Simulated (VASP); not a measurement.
Wanted: the native input for a VASP 6.6.1 run.

| Item | Value |
| --- | --- |
| Task | electric field gradients |
| Functional | PBEsol |
| Potentials or basis | VASP PAW PBE potentials, release 64 (Na_pv) |
| Cutoff | 520 eV |
| k mesh | 12 × 12 × 12 |
| Occupations | fermi-dirac, width 0.05 eV |
| Spin | no spin polarisation |
| Dipole correction | no |
| Further INCAR settings | ALGO = Normal; EDIFF = 1e-08; NBANDS = 10 |

The structure of Na lies in POSCAR:

```
Na
1.0
   -2.0884219347      2.0884219347      2.1355872007
    2.0884219347     -2.0884219347      2.1355872007
    2.0884219347      2.0884219347     -2.1355872007
Na
1
Direct
    0.0000000000      0.0000000000      0.0000000000
```

This cell differs from its parent crystal: z stretched by +1.5 % at fixed volume.

These files were run (other wordings do the same):

INCAR

```
SYSTEM = Na
  ALGO = Normal
  EDIFF = 1E-8
  ENCUT = 520
  GGA = PS
  ISIF = 2
  ISMEAR = -1
  LASPH = .True.
  LCHARG = .False.
  LEFG = .True.
  LREAL = .False.
  LWAVE = .False.
  NBANDS = 10
  NELM = 80
  PREC = Accurate
  SIGMA = 0.05
```

KPOINTS

```
k-points
0
Gamma
  12 12 12
  0 0 0
```

Potentials or basis: VASP PAW PBE potentials, release 64 (Na_pv).

Launch:

```sh
$ cat potpaw_PBE.64/Na_pv/POTCAR > POTCAR
$ mpirun -np 1 vasp_std > vasp.out
```

It gave:

```yaml
Pressure: -0.2 GPa
```

Caveat: without QUAD_EFG the Cq values of the log hold for a quadrupole moment of 1 mb, not for the nuclei; the PAW data sets were made with another functional, which shifts forces and pressure a little.

Wall time 76 s on 1 thread of Intel Xeon 8259CL, on a shared host, peak memory 0.18 GiB.
